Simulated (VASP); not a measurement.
# W: single point with PBE

The system is W.

```xyz
1
Lattice="-1.3413 1.3413 1.3413 1.3413 -1.3413 1.3413 1.3413 1.3413 -1.3413" Properties=species:S:1:pos:R:3 pbc="T T T"
W     0.0000    0.0000    0.0000
```

- Program: VASP 6.6.1
- Task: single point
- Functional: PBE
- Potentials or basis: VASP PAW PBE potentials, release 64 (W_sv)
- Cutoff: 520 eV
- k mesh: 20 × 20 × 20
- Occupations: fermi-dirac, width 0.05 eV
- Spin: no spin polarisation

```
Pressure               : 447.7 GPa
Band gap on the k mesh : zero (band 7 reaches 29.88 eV, above the bottom of band 8 at 17.57 eV)
```

Levels at points of the mesh, in eV from the Fermi level:
| k point | band 3 | band 4 | band 5 | band 6 | band 7 | band 8 | band 9 | band 10 | band 11 | band 12 |
| --- | --- | --- | --- | --- | --- | --- | --- | --- | --- | --- |
| (0.00, 0.00, 0.00) | -36.51 | -36.51 | -11.95 | -2.96 | -2.96 | -2.96 | 2.90 | 2.90 | 14.87 | 14.87 |
| (0.50, 0.00, 0.00) | -38.20 | -36.64 | -10.74 | -7.37 | 3.56 | 4.24 | 5.23 | 11.64 | 12.23 | 21.74 |
| (0.50, 0.50, 0.50) | -40.18 | -40.18 | -11.70 | -11.70 | 9.34 | 9.34 | 9.34 | 13.66 | 13.66 | 13.66 |

Run time: 12 s on 1 thread of Intel(R) Xeon(R) 6975P-C (Granite Rapids) (shared host), peak memory 0.14 GiB.

Caveat: spin-orbit coupling is left out, which moves the levels of the heavy elements.
